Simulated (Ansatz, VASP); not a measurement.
**One calculation of AlP, two programs**

INCAR

```
ALGO = Normal
EDIFF = 1E-6
ENCUT = 500
GGA = PE
GGA_COMPAT = F
ISIF = 2
ISMEAR = 0
LASPH = T
LCHARG = F
LREAL = F
LWAVE = F
NBANDS = 11
NELM = 120
PREC = Accurate
SIGMA = 0.02
```

Contents of KPOINTS:

```
k-points
0
Gamma
  8 8 8
```

POSCAR

```
AlP
1.0
    0.0000000000      2.6934481200      2.6934481200
    2.6934481200      0.0000000000      2.6934481200
    2.6934481200      2.6934481200      0.0000000000
Al P
1 1
Direct
    0.0000000000      0.0000000000      0.0000000000
    0.7500000000      0.7500000000      0.7500000000
```

Input for Ansatz:

```yaml
crystal:
  lattice:
    - [0.0, 2.69344812, 2.69344812]
    - [2.69344812, 0.0, 2.69344812]
    - [2.69344812, 2.69344812, 0.0]
  atoms:
    - { symbol: Al, position: [0.0, 0.0, 0.0] }
    - { symbol: P, position: [0.75, 0.75, 0.75] }
basis:
  ecutwfc: 420
kpoints:
  mp_grid: { grid: [8, 8, 8] }
hamiltonian:
  xc: pbe
scf:
  occupations: { method: gaussian, width: 0.02 }
output:
  forces: true
  stress: true
  eigenvalues: true
```

Alike in both runs: task single point; functional PBE; k mesh 8 × 8 × 8; occupations gaussian, width 0.02 eV; no spin polarisation.

|  | VASP | Ansatz |
| --- | --- | --- |
| version | VASP 6.6.1 | Ansatz 0.2.0 |
| potentials or method | VASP PAW PBE potentials, release 64 (Al, P), cutoff 500 eV | scalar-relativistic, plane waves, PAW |
| valence electrons in the cell | 8 | 8 |

VASP gave:

```
gap on the k mesh at the Fermi level (eV) : 1.50
least direct gap on the mesh (eV)         : 3.66
pressure (GPa)                            : 6.2
```

**Question.** What did Ansatz give for the same quantities?

**Answer.** gap on the k mesh at the Fermi level (eV): 1.50; least direct gap on the mesh (eV): 3.66; pressure (GPa): 6.3.

With one functional, cell and mesh, what is left measures potentials, basis and numerics.
